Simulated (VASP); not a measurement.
# Cs (I4_1/amd) in VASP: single point with PBE

Aim: the single point of Cs with PBE.

Program: VASP 6.6.1. These are calculated values, not measurements. Logs are shortened: lines on timing, memory, paths and dates and some standing lists are left out, and cuts for length are marked.

### 1 The cell of the first run

It takes space group I4_1/amd (No. 141, tetragonal). Conventional cell: a = 5.314 Å, b = 5.314 Å, c = 19.163 Å, α = 90.00°, β = 90.00°, γ = 90.00°.

### 2 Single point, PBE (135.28 Å³/atom)

The input, INCAR:

```
  PREC = Accurate
  ENCUT = 520
  EDIFF = 1E-6
  ISMEAR = 0
  SIGMA = 0.1
  LREAL = False
  LASPH = True
  NELM = 60
  ALGO = Fast
  ISIF = 2
  LWAVE = False
  LCHARG = False
  GGA = PE
  NBANDS = 16
```

The input, KPOINTS:

```
Automatic mesh
0
Gamma
  12 12 12
```

The input, POSCAR:

```
Cs
1.0
   -2.6569449759      2.6569449759      9.5817254184
    2.6569449759     -2.6569449759      9.5817254184
    2.6569449759      2.6569449759     -9.5817254184
Cs
2
Direct
    0.2500000000      0.7500000000      0.5000000000
    0.5000000000      0.5000000000      0.0000000000
```

Potentials or basis: VASP PAW PBE potentials, release 64 (Cs_sv).

Command:

```sh
> cat potpaw_PBE.64/Cs_sv/POTCAR > POTCAR
> mpirun -np 1 vasp_std > vasp.out
```

OUTCAR:

```text
PREC = Accurate
   ENCUT = 520
   EDIFF = 1E-6
   ISMEAR = 0
   LREAL = False
   LASPH = True
   NELM = 60
   ISIF = 2
   GGA = PE

 ion  position               nearest neighbor table
   1  0.250  0.750  0.500-
   2  0.500  0.500  0.000-

  LATTYP: Found a body centered tetragonal cell.
 ALAT       =     5.3138899518
 C/A-ratio  =     3.6062942610

  Lattice vectors:

 A1 = (  -2.6569449759,   2.6569449759,   9.5817254184)
 A2 = (   2.6569449759,  -2.6569449759,   9.5817254184)
 A3 = (   2.6569449759,   2.6569449759,  -9.5817254184)

Analysis of symmetry for initial positions (statically):
=====================================================================
 Subroutine PRICEL returns:
 Original cell was already a primitive cell.

 Routine SETGRP: Setting up the symmetry group for a
 body centered tetragonal supercell.

 Subroutine GETGRP returns: Found 16 space group operations
 (whereof  8 operations were pure point group operations)
 out of a pool of 16 trial point group operations.

The static configuration has the point symmetry D_2d.
 The point group associated with its full space group is D_4h.

Analysis of symmetry for dynamics (positions and initial velocities):
=====================================================================
 Subroutine PRICEL returns:
 Original cell was already a primitive cell.

 Routine SETGRP: Setting up the symmetry group for a
 body centered tetragonal supercell.

 Subroutine GETGRP returns: Found 16 space group operations
 (whereof  8 operations were pure point group operations)
 out of a pool of 16 trial point group operations.

The dynamic configuration has the point symmetry D_2d.
 The point group associated with its full space group is D_4h.

 Subroutine INISYM returns: Found 16 space group operations
 (whereof  8 operations are pure point group operations),
 and found     1 'primitive' translations

----------------------------------------------------------------------------------------

                                     Primitive cell

  volume of cell :     270.5633

  direct lattice vectors                    reciprocal lattice vectors
    -2.656944976  2.656944976  9.581725418     0.000000000  0.188186057  0.052182668
     2.656944976 -2.656944976  9.581725418     0.188186057  0.000000000  0.052182668
     2.656944976  2.656944976 -9.581725418     0.188186057  0.188186057  0.000000000

  length of vectors
    10.292141429 10.292141429 10.292141429     0.195287028  0.195287028  0.266135275

  position of ions in fractional coordinates (direct lattice)
     0.250000000  0.750000000  0.500000000
     0.500000000  0.500000000  0.000000000

  ion indices of the primitive-cell ions
   primitive index   ion index
                 1           1
                 2           2

----------------------------------------------------------------------------------------

 KPOINTS: Automatic mesh

Automatic generation of k-mesh.
 Grid dimensions read from file:
 generate k-points for:   12   12   12

 Generating k-lattice:

  Cartesian coordinates                     Fractional coordinates (reciprocal lattice)
     0.000000000  0.015682171  0.004348556     0.083333333  0.000000000  0.000000000
     0.015682171  0.000000000  0.004348556     0.000000000  0.083333333  0.000000000
     0.015682171  0.015682171  0.000000000     0.000000000  0.000000000  0.083333333

  Length of vectors
     0.016273919  0.016273919  0.022177940

  Shift w.r.t. Gamma in fractional coordinates (k-lattice)
     0.000000000  0.000000000  0.000000000

 Subroutine IBZKPT returns following result:
 ===========================================

 Found    163 irreducible k-points:

 Following reciprocal coordinates:
            Coordinates               Weight
  0.000000  0.000000  0.000000      1.000000
  0.083333  0.000000 -0.000000      8.000000
  0.166667  0.000000  0.000000      8.000000
  0.250000  0.000000 -0.000000      8.000000
  0.333333  0.000000 -0.000000      8.000000
  0.416667 -0.000000  0.000000      8.000000
[... 16 lines left out ...]
  0.500000  0.166667 -0.000000     16.000000
 -0.416667  0.166667 -0.000000     16.000000
 [... further k-points ...]
   k-points           NKPTS =    163   k-points in BZ     NKDIM =    163   number of bands    NBANDS=     16
   number of dos      NEDOS =    301   number of ions     NIONS =      2
   total plane-waves  NPLWV = 512000
   dimension x,y,z NGX =    80 NGY =   80 NGZ =   80
   dimension x,y,z NGXF=   160 NGYF=  160 NGZF=  160
   ions per type =               2
   NGX,Y,Z   is equivalent  to a cutoff of  12.92, 12.92, 12.92 a.u.
   NGXF,Y,Z  is equivalent  to a cutoff of  25.84, 25.84, 25.84 a.u.
 SYSTEM =  unknown system
   PREC   = accura    normal or accurate (medium, high low for compatibility)
   ISTART =      0    job   : 0-new  1-cont  2-samecut
   ICHARG =      2    charge: 1-file 2-atom 10-const
   ISPIN  =      1    spin polarized calculation?
   LNONCOLLINEAR =      F non collinear calculations
   LSORBIT =      F    spin-orbit coupling
   LASPH  =      T    aspherical Exc in radial PAW
   ENCUT  =  520.0 eV  38.22 Ry    6.18 a.u.  19.14 19.14 19.14*2*pi/ulx,y,z
   NELM   =     60;   NELMIN=  2; NELMDL= -5     # of ELM steps
   EDIFF  = 0.1E-05   stopping-criterion for ELM
   LREAL  =      F    real-space projection
   EDIFFG = 0.1E-04   stopping-criterion for IOM
   NSW    =      0    number of steps for IOM
   IBRION =     -1    ionic relax: 0-MD 1-quasi-New 2-CG
   NFREE  =      0    steps in history (QN), initial steepest desc. (CG)
   ISIF   =      2    stress and relaxation
   ISYM   =      2    0-nonsym 1-usesym 2-fastsym
   POTIM  = 0.5000    time-step for ionic-motion
   TEBEG  =    0.0;   TEEND  =   0.0 temperature during run
   PSTRESS=    0.0 pullay stress
   NELECT =      18.0000    total number of electrons
   NUPDOWN=      -1.0000    fix difference up-down
   EMIN   =  10.00;   EMAX   =-10.00  energy-range for DOS
   EFERMI =   0.00;   METHOD = LEGACY
   ISMEAR =     0;   SIGMA  =   0.10  broadening in eV -4-tet -1-fermi 0-gaus
   EFERMI_NEDOS =   21; number of points for ismear=-14 and -15
   IALGO  =     68    algorithm
   IMIX   =      4    mixing-type and parameters
     AMIX     =   0.40;   BMIX     =  1.00
     AMIX_MAG =   1.60;   BMIX_MAG =  1.00
  volume/ion in A,a.u.               =     135.28       912.93
  Fermi-wavevector in a.u.,A,eV,Ry     =   0.663350  1.253550  5.987015  0.440033
  Thomas-Fermi vector in A             =   1.736702
   LORBIT       =      0    0 simple, 1 ext, 2 COOP (PROOUT), +10 PAW based schemes
   GGA     = PE    functional components
   LHFCALC =     F    Hartree Fock is set to
   AEXX    =    0.0000 exact exchange contribution
   IVDW    =     0    specifies the selected vdW correction
   LEPSILON=     F    determine dielectric tensor
   LRPA    =     F    only Hartree local field effects (RPA)
 non-spin polarized calculation
 RMM-DIIS sequential band-by-band and
 Gauss-broadening in eV      SIGMA  =   0.10
  energy-cutoff  :      520.00
  volume of cell :      270.56
 maximum number of plane-waves:      7326
 NGX is ok and might be reduce to    80
   NGX = 39   NGY = 39   NGZ = 39

 number of electron      18.0000000 magnetization

 Free energy of the ion-electron system (eV)
  ---------------------------------------------------
  ext. energy  EPLUGINS =         0.00000000
  ---------------------------------------------------
  free energy    TOTEN  =        -1.59052165 eV

  energy without entropy =       -1.57894190  energy(sigma->0) =       -1.58473177

 E-fermi :   0.0907     XC(G=0):  -5.0053

 val. band max:        0.0741124178   @ k =   0.0000   0.0000   0.0000
 cond. band min:       0.0971889978   @ k =   0.3333   0.1667   0.0833
 fundamental gap:      0.0230765800
 Fermi energy:         0.0906563340

 k-point     1 :       0.0000    0.0000    0.0000
  band No.  band energies     occupation
      1     -23.9246      2.00000
      2     -23.9209      2.00000
      3     -10.7740      2.00000
      4     -10.6840      2.00000
      5     -10.6840      2.00000
      6     -10.6787      2.00000
[... 8 lines left out ...]
     15       3.0756      0.00000
     16       3.1476      0.00000

 k-point     2 :       0.0833    0.0000   -0.0000
  band No.  band energies     occupation
      1     -23.9244      2.00000
      2     -23.9207      2.00000
      3     -10.7722      2.00000
      4     -10.6909      2.00000
      5     -10.6848      2.00000
      6     -10.6837      2.00000
[... 8 lines left out ...]
     15       2.8857      0.00000
     16       3.0512      0.00000

 k-point     3 :       0.1667    0.0000    0.0000
  band No.  band energies     occupation
      1     -23.9237      2.00000
      2     -23.9203      2.00000
      3     -10.7674      2.00000
      4     -10.7085      2.00000
      5     -10.7010      2.00000
      6     -10.6829      2.00000
[... 8 lines left out ...]
     15       2.6032      0.00000
     16       3.0142      0.00000

 k-point     4 :       0.2500    0.0000   -0.0000
  band No.  band energies     occupation
      1     -23.9228      2.00000
      2     -23.9198      2.00000
      3     -10.7617      2.00000
      4     -10.7318      2.00000
      5     -10.7213      2.00000
      6     -10.6817      2.00000
[... 8 lines left out ...]
     15       2.4849      0.00000
     16       2.9831      0.00000
[... 324 lines left out ...]
 k-point    22 :       0.4167    0.1667   -0.0000
  band No.  band energies     occupation
      1     -23.9201      2.00000
      2     -23.9186      2.00000
      3     -10.7705      2.00000
      4     -10.7661      2.00000
      5     -10.7278      2.00000
      6     -10.7047      2.00000
[... 8 lines left out ...]
     15       2.3869      0.00000
     16       2.6725      0.00000

 k-point    23 :       0.5000    0.1667   -0.0000
  band No.  band energies     occupation
      1     -23.9200      2.00000
      2     -23.9184      2.00000
      3     -10.7764      2.00000
      4     -10.7711      2.00000
      5     -10.7286      2.00000
      6     -10.7037      2.00000
[... 8 lines left out ...]
     15       2.3531      0.00000
     16       2.6957      0.00000

 k-point    24 :      -0.4167    0.1667   -0.0000
  band No.  band energies     occupation
      1     -23.9203      2.00000
      2     -23.9184      2.00000
      3     -10.7711      2.00000
      4     -10.7656      2.00000
      5     -10.7329      2.00000
      6     -10.7032      2.00000
[... 8 lines left out ...]
     15       2.3088      0.00000
     16       2.6520      0.00000

 [... further k-points ...]

------------------------ aborting loop because EDIFF is reached ----------------------------------------

  FORCE on cell =-STRESS in cart. coord.  units (eV):
  Direction    XX          YY          ZZ          XY          YZ          ZX
  --------------------------------------------------------------------------------------
  -------------------------------------------------------------------------------------
  Total       -0.2222975     -0.2222975     -0.2468529      0.0000000     -0.0000000      0.0000000
  in kB       -1.3163652     -1.3163652     -1.4617732      0.0000000     -0.0000000      0.0000000
  external PRESSURE =      -1.3648345 kB  Pullay stress =       0.0000000 kB

 VOLUME and BASIS-vectors are now :
 -----------------------------------------------------------------------------
  energy-cutoff  :      520.00
  volume of cell :      270.56
      direct lattice vectors                 reciprocal lattice vectors
    -2.656944976  2.656944976  9.581725418     0.000000000  0.188186057  0.052182668
     2.656944976 -2.656944976  9.581725418     0.188186057  0.000000000  0.052182668
     2.656944976  2.656944976 -9.581725418     0.188186057  0.188186057  0.000000000

 POSITION                                       TOTAL-FORCE (eV/Angst)
 -----------------------------------------------------------------------------------
      2.65694      0.00000      4.79086        -0.000000      0.000000     -0.000000
      0.00000      0.00000      9.58173         0.000000     -0.000000      0.000000
 -----------------------------------------------------------------------------------
    total drift:                                0.000000     -0.000000      0.000000

  FREE ENERGIE OF THE ION-ELECTRON SYSTEM (eV)
  ---------------------------------------------------
  free  energy   TOTEN  =        -1.5905216471 eV

  energy  without entropy=       -1.5789419010  energy(sigma->0) =       -1.58473177
```

Wall time 20 min (1 thread of Intel Xeon 6975P-C (Granite Rapids), shared host); peak memory 1.3 GiB.

What came out:

| Property | Result |
| --- | --- |
| Free energy | -1.5905 eV |
| Pressure | -0.1 GPa |
| Band gap on the k mesh | zero (bands 9 and 10 overlap by 1.63 eV) |

Caveat: spin-orbit coupling is left out, which moves the levels of the heavy elements.

The gap in the log of VASP goes by the Fermi energy; the results here count the filled bands.